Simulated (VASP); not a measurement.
# BaZrO3 (Pm-3m) in VASP: notebook, part 2 of 2

VASP 6.6.1.

### 3 Single point, PBE

This run uses another cell than the first one, of 14.25 Å³/atom.

Input file INCAR:

```
SYSTEM = BaZrO3
  PREC = Accurate
  ENCUT = 520
  EDIFF = 1E-6
  ISMEAR = -1
  SIGMA = 0.05
  LREAL = .FALSE.
  LASPH = .TRUE.
  NELM = 100
  ALGO = Normal
  ISIF = 2
  LWAVE = .FALSE.
  LCHARG = .FALSE.
  GGA = PE
  NBANDS = 28
```

Input file KPOINTS:

```
Automatic mesh
0
G
  6 6 6
  0 0 0
```

Input file POSCAR:

```
BaZrO3
1.0
    4.1452929996      0.0000000000      0.0000000000
    0.0000000000      4.1452929996      0.0000000000
    0.0000000000      0.0000000000      4.1452929996
Ba Zr O
1 1 3
Direct
    0.0000000000      0.0000000000      0.0000000000
    0.5000000000      0.5000000000      0.5000000000
    0.5000000000      0.5000000000      0.0000000000
    0.5000000000      0.0000000000      0.5000000000
    0.0000000000      0.5000000000      0.5000000000
```

Potentials or basis: VASP PAW PBE potentials, release 64 (Ba_sv, Zr_sv, O).

Started as:

```bash
$ cat potpaw_PBE.64/Ba_sv/POTCAR potpaw_PBE.64/Zr_sv/POTCAR potpaw_PBE.64/O/POTCAR > POTCAR
$ mpirun -np 1 vasp_std > vasp.out
```

Wall time 39 s (1 thread of Intel Xeon 8259CL, shared host); peak memory 0.2 GiB.

The run converged. Its results:

```
Free energy            : -41.5627 eV
Pressure               : 11.2 GPa
Band gap on the k mesh : 3.26 eV (least direct gap 3.44 eV)
```

Levels at points of the mesh, in eV from the valence-band top:
| k point | band 18 | band 19 | band 20 | band 21 | band 22 | band 23 |
| --- | --- | --- | --- | --- | --- | --- |
| (0.00, 0.00, 0.00) | -0.18 | -0.18 | -0.18 | 3.26 | 3.26 | 3.26 |
| (0.50, 0.00, 0.00) | -1.77 | -0.40 | -0.40 | 3.74 | 5.93 | 5.93 |
| (0.50, 0.50, 0.00) | -0.92 | -0.70 | -0.08 | 5.90 | 5.90 | 6.65 |
| (0.50, 0.50, 0.50) | 0.00 | 0.00 | 0.00 | 6.11 | 6.11 | 6.11 |

Caveat: the cell stands under pressure; spin-orbit coupling is left out, which moves the levels of the heavy elements.

### 4 Single point, PBE

This run uses another cell than the first one, of 14.65 Å³/atom.

Input file INCAR:

```
SYSTEM = BaZrO3
PREC = Accurate
ENCUT = 520
EDIFF = 1E-6
ISMEAR = -1
SIGMA = 0.05
LREAL = .FALSE.
LASPH = .TRUE.
NELM = 80
ALGO = Normal
ISIF = 2
LWAVE = .FALSE.
LCHARG = .FALSE.
GGA = PE
NBANDS = 28
```

Input file KPOINTS:

```
regular mesh
0
G
  6 6 6
  0 0 0
```

Edit POSCAR of step 3 so:

```diff
@@ -2,5 +2,5 @@
 1.0
-    4.1452929996      0.0000000000      0.0000000000
-    0.0000000000      4.1452929996      0.0000000000
-    0.0000000000      0.0000000000      4.1452929996
+    4.1837776461      0.0000000000      0.0000000000
+    0.0000000000      4.1837776461      0.0000000000
+    0.0000000000      0.0000000000      4.1837776461
 Ba Zr O
```

Started as:

```bash
$ cat potpaw_PBE.64/Ba_sv/POTCAR potpaw_PBE.64/Zr_sv/POTCAR potpaw_PBE.64/O/POTCAR > POTCAR
$ mpirun -np 1 vasp_std > vasp.out
```

Run time: 48 s. Hardware: 1 thread of Intel Xeon 8259CL, shared host; peak memory 0.2 GiB.

It converged, with:

```
Free energy            : -41.6719 eV
Pressure               : 6.0 GPa
Band gap on the k mesh : 3.20 eV (least direct gap 3.42 eV)
```

Levels at points of the mesh, in eV from the valence-band top:
| k point | band 16 | band 17 | band 18 | band 19 | band 20 | band 21 | band 22 | band 23 | band 24 | band 25 |
| --- | --- | --- | --- | --- | --- | --- | --- | --- | --- | --- |
| (0.00, 0.00, 0.00) | -0.99 | -0.99 | -0.22 | -0.22 | -0.22 | 3.20 | 3.20 | 3.20 | 4.66 | 4.66 |
| (0.50, 0.00, 0.00) | -1.74 | -1.74 | -1.69 | -0.45 | -0.45 | 3.65 | 5.75 | 5.75 | 6.45 | 6.71 |
| (0.50, 0.50, 0.00) | -2.42 | -0.93 | -0.93 | -0.77 | -0.08 | 5.71 | 5.71 | 6.49 | 6.53 | 7.73 |
| (0.50, 0.50, 0.50) | -2.54 | -2.54 | 0.00 | 0.00 | 0.00 | 6.00 | 6.00 | 6.00 | 7.05 | 7.05 |

Caveat: the cell stands under pressure; spin-orbit coupling is left out, which moves the levels of the heavy elements.

### 5 Single point, PBE

This run uses another cell than the first one, of 14.91 Å³/atom.

Input file INCAR:

```
  PREC = Accurate
  ENCUT = 520
  EDIFF = 1E-7
  ISMEAR = -1
  SIGMA = 0.05
  LREAL = F
  LASPH = T
  NELM = 60
  ALGO = Normal
  ISIF = 2
  LWAVE = F
  LCHARG = F
  GGA = PE
  NBANDS = 28
```

Input file KPOINTS:

```
Automatic mesh
0
Gamma
  6 6 6
```

Edit POSCAR of step 4 so:

```diff
@@ -2,5 +2,5 @@
 1.0
-    4.1837776461      0.0000000000      0.0000000000
-    0.0000000000      4.1837776461      0.0000000000
-    0.0000000000      0.0000000000      4.1837776461
+    4.2085209466      0.0000000000      0.0000000000
+    0.0000000000      4.2085209466      0.0000000000
+    0.0000000000      0.0000000000      4.2085209466
 Ba Zr O
```

Potentials or basis: VASP PAW PBE potentials, release 64 (Ba_sv, Zr_sv, O).

Started as:

```bash
$ cat potpaw_PBE.64/Ba_sv/POTCAR potpaw_PBE.64/Zr_sv/POTCAR potpaw_PBE.64/O/POTCAR > POTCAR
$ mpirun -np 1 vasp_std > vasp.out
```

OUTCAR:

```text
PREC = Accurate
   ENCUT = 520
   EDIFF = 1E-7
   ISMEAR = -1
   LREAL = F
   LASPH = T
   NELM = 60
   ISIF = 2
   GGA = PE

 ion  position               nearest neighbor table
   1  0.000  0.000  0.000-   3 2.98   4 2.98   5 2.98   4 2.98   5 2.98   3 2.98   5 2.98   5 2.98
                             3 2.98   4 2.98   4 2.98   3 2.98   2 3.64   2 3.64   2 3.64   2 3.64
   2  0.500  0.500  0.500-   3 2.10   4 2.10   5 2.10   3 2.10   4 2.10   5 2.10   1 3.64   1 3.64
                             1 3.64   1 3.64   1 3.64   1 3.64   1 3.64   1 3.64
   3  0.500  0.500  0.000-   2 2.10   2 2.10   1 2.98   1 2.98   1 2.98   1 2.98
   4  0.500  0.000  0.500-   2 2.10   2 2.10   1 2.98   1 2.98   1 2.98   1 2.98
[... 818 lines left out ...]
  -------------------------------------------------------------------------------------
  Total        1.4165574      1.4165574      1.4165574     -0.0000000     -0.0000000      0.0000000
  in kB       30.4478260     30.4478260     30.4478260     -0.0000000     -0.0000000      0.0000000
  external PRESSURE =      30.4478260 kB  Pullay stress =       0.0000000 kB

 VOLUME and BASIS-vectors are now :
 -----------------------------------------------------------------------------
  energy-cutoff  :      520.00
  volume of cell :       74.54
      direct lattice vectors                 reciprocal lattice vectors
     4.208520947  0.000000000  0.000000000     0.237613169  0.000000000  0.000000000
     0.000000000  4.208520947  0.000000000     0.000000000  0.237613169  0.000000000
     0.000000000  0.000000000  4.208520947     0.000000000  0.000000000  0.237613169

 POSITION                                       TOTAL-FORCE (eV/Angst)
 -----------------------------------------------------------------------------------
      0.00000      0.00000      0.00000         0.000000      0.000000      0.000000
      2.10426      2.10426      2.10426         0.000000      0.000000      0.000000
      2.10426      2.10426      0.00000         0.000000      0.000000      0.000000
      2.10426      0.00000      2.10426         0.000000      0.000000      0.000000
      0.00000      2.10426      2.10426         0.000000      0.000000      0.000000
 -----------------------------------------------------------------------------------
    total drift:                                0.000000     -0.000000     -0.000000

  FREE ENERGIE OF THE ION-ELECTRON SYSTEM (eV)
  ---------------------------------------------------
  free  energy   TOTEN  =       -41.7100777466 eV

  energy  without entropy=      -41.7100777466  energy(sigma->0) =      -41.71007775
```

OSZICAR:

```text
N       E                     dE             d eps       ncg     rms          rms(c)
DAV:   1     0.306388817267E+03    0.30639E+03   -0.21794E+04  1120   0.140E+03
DAV:   2    -0.291700619599E+02   -0.33556E+03   -0.32705E+03  1412   0.351E+02
DAV:   3    -0.487889139951E+02   -0.19619E+02   -0.19545E+02  1776   0.793E+01
DAV:   4    -0.493064449693E+02   -0.51753E+00   -0.51689E+00  1528   0.103E+01
DAV:   5    -0.493173830395E+02   -0.10938E-01   -0.10937E-01  1592   0.115E+00    0.282E+01
DAV:   6    -0.418169117462E+02    0.75005E+01   -0.38406E+01  1308   0.382E+01    0.124E+01
DAV:   7    -0.417245786092E+02    0.92333E-01   -0.27668E+00  1556   0.913E+00    0.758E+00
DAV:   8    -0.417129102270E+02    0.11668E-01   -0.36118E-01  1324   0.431E+00    0.716E-01
DAV:   9    -0.417087226280E+02    0.41876E-02   -0.63482E-02  1540   0.138E+00    0.530E-01
DAV:  10    -0.417104543604E+02   -0.17317E-02   -0.16768E-02  1556   0.104E+00    0.262E-01
DAV:  11    -0.417100172187E+02    0.43714E-03   -0.21411E-03  1412   0.372E-01    0.397E-02
DAV:  12    -0.417100798880E+02   -0.62669E-04   -0.18776E-04  1312   0.929E-02    0.430E-02
DAV:  13    -0.417100773982E+02    0.24897E-05   -0.32373E-05  1644   0.379E-02    0.617E-03
DAV:  14    -0.417100777728E+02   -0.37461E-06   -0.44204E-06  1348   0.156E-02    0.391E-03
DAV:  15    -0.417100777466E+02    0.26210E-07   -0.32833E-07  1244   0.372E-03
   1 F= -.41710078E+02 E0= -.41710078E+02  d E =-.591570E-10
```

Run time: 43 s. Hardware: 1 thread of Intel Xeon 8259CL, shared host; peak memory 0.2 GiB.

Results:

* Free energy: -41.7101 eV
* Pressure: 3.0 GPa
* Band gap on the k mesh: 3.16 eV (least direct gap 3.40 eV)

Caveat: the cell stands under pressure; spin-orbit coupling is left out, which moves the levels of the heavy elements. PBE gaps usually lie below the measured ones, often by a third to a half.

### 6 Summary

| cell | gap on the mesh (eV) | pressure (GPa) |
| --- | --- | --- |
| a = 4.081 Å, 5 atoms | 3.35 | 21.5 |
| a = 4.145 Å, 5 atoms | 3.26 | 11.2 |
| a = 4.184 Å, 5 atoms | 3.20 | 6.0 |
| a = 4.209 Å, 5 atoms | 3.16 | 3.0 |

Alike in all rows: task single point; level PBE; potentials or basis VASP PAW PBE potentials, release 64 (Ba_sv, Zr_sv, O); no spin polarisation; k mesh 6 × 6 × 6; cutoff (eV) 520; smearing fermi-dirac 0.05 eV.

Caveats: the cell stands under pressure; spin-orbit coupling is left out, which moves the levels of the heavy elements.

Total energies depend on the potentials used, so only differences within one code and one set of settings carry meaning.
